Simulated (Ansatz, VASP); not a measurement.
## One calculation of Os, two programs

```
CELL_PARAMETERS angstrom
0.00000 2.69934 2.69934
2.69934 0.00000 2.69934
2.69934 2.69934 0.00000
ATOMIC_POSITIONS crystal
Os 0.12500 0.12500 0.12500
Os 0.87500 0.87500 0.87500
```

Alike in both runs: task single point; functional LDA; k mesh 11 × 11 × 11; occupations fermi-dirac, width 0.1 eV; no spin polarisation.

|  | VASP | Ansatz |
| --- | --- | --- |
| version | VASP 6.6.1 | Ansatz 0.2.0 |
| potentials or method | VASP PAW LDA potentials, release 64 (Os), cutoff 520 eV | plane waves (420 eV) with PAW, scalar-relativistic |
| valence electrons in the cell | 16 | 32 |

```tsv
	VASP	Ansatz	Ansatz less VASP
pressure (GPa)	8.6	10.4	+1.86
```

Ansatz warns that its potentials were made for another functional, while VASP's fit it. LDA's correlation is that of Perdew and Zunger in VASP and of Perdew and Wang (1992) in Ansatz. VASP's potentials hold 16 valence electrons a cell and Ansatz's 32, so a difference there can come from the potentials and not from the codes.

Spin-orbit coupling is off throughout.
